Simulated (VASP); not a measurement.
Crystal: Ag.

```xyz
8
Lattice="5.0794 -3.5900 0.0000 5.0794 3.5900 0.0000 -2.0958 0.0000 4.2405" Properties=species:S:1:pos:R:3 pbc="T T T"
Ag    8.0266    0.0000    0.7379
Ag    0.0365    0.0000    3.5027
Ag    2.1296    0.0000    0.7887
Ag    5.9335    0.0000    3.4518
Ag    5.0658   -1.6737    0.7675
Ag    2.9972   -1.6737    3.4730
Ag    2.9972    1.6737    3.4730
Ag    5.0658    1.6737    0.7675
```

* Program: VASP 6.6.1
* Task: relaxation of cell and atoms
* Functional: PBE
* Potentials or basis: VASP PAW PBE potentials, release 64 (Ag)
* Cutoff: 600 eV
* k mesh: 4 × 4 × 4
* Occupations: gaussian, width 0.1 eV
* Spin: no spin polarisation

At the start: pressure 96.5 GPa; volume 19.33 Å³/atom.

**Question.** How do energy, volume and symmetry change on relaxing?

**Answer.** Over 59 steps the energy falls by 9336.3 meV/atom and the volume is 17.88 Å³/atom (-7.5 %); space group C2/m (No. 12, to 0.05 Å).

Step by step:
```
step  energy change (eV)  largest force (eV/Å)  pressure (GPa)  volume (Å³)
   1              0.0000               48.0282           96.49       154.66
   3            -68.1274                2.4262            2.72       267.54
   5            -68.8438                0.9664           -4.34       276.43
   7            -69.8642                1.4872            1.92       237.09
   9            -71.1761                0.4974           -3.59       223.44
  11            -71.3711                0.3947           -4.88       212.67
  13            -71.6614                0.6657           -1.57       190.77
  15            -72.2409                0.9527            2.75       165.09
  17            -72.6576                1.3428            2.37       158.88
  19            -72.7828                1.8053            4.29       152.92
  21            -73.4135                0.8347           -0.77       155.81
  23            -73.5345                0.8572           -0.86       154.97
  25            -73.9111                0.2684           -0.08       148.83
  27            -73.9444                0.4215           -0.84       150.19
  29            -74.0407                0.3601            1.86       144.66
  31            -74.1345                0.4129           -0.54       147.72
  33            -74.2781                0.3027           -0.50       146.26
  35            -74.4000                0.5849            0.98       142.82
  37            -74.4529                0.3412           -0.20       144.54
  39            -74.5026                0.0906            0.22       143.35
  41            -74.5168                0.0741           -0.24       143.90
  43            -74.5406                0.0887           -1.58       146.13
  45            -74.5510                0.1631           -1.41       145.77
  47            -74.5551                0.1978           -1.29       145.58
  49            -74.5699                0.2232           -0.68       144.60
  51            -74.5744                0.2217            4.00       137.68
  53            -74.6127                0.2057            1.52       141.04
  55            -74.6773                0.1492            0.99       141.62
  57            -74.6862                0.0933           -0.30       143.62
  59            -74.6903                0.0322            0.05       143.05
```

Final structure:
```
Ag
1.0
     5.19111   -2.92858    0.08814
     5.19111    2.92858    0.08814
    -1.90668    0.00000    4.67236
Ag
8
Direct
  0.87443 0.87443 0.75149
  0.12557 0.12557 0.24851
  0.37570 0.37570 0.75166
  0.62430 0.62430 0.24834
  0.87543 0.37447 0.74806
  0.62553 0.12457 0.25194
  0.12457 0.62553 0.25194
  0.37447 0.87543 0.74806
```

Caveat: the k points lie up to 0.33 Å⁻¹ apart in the final cell.
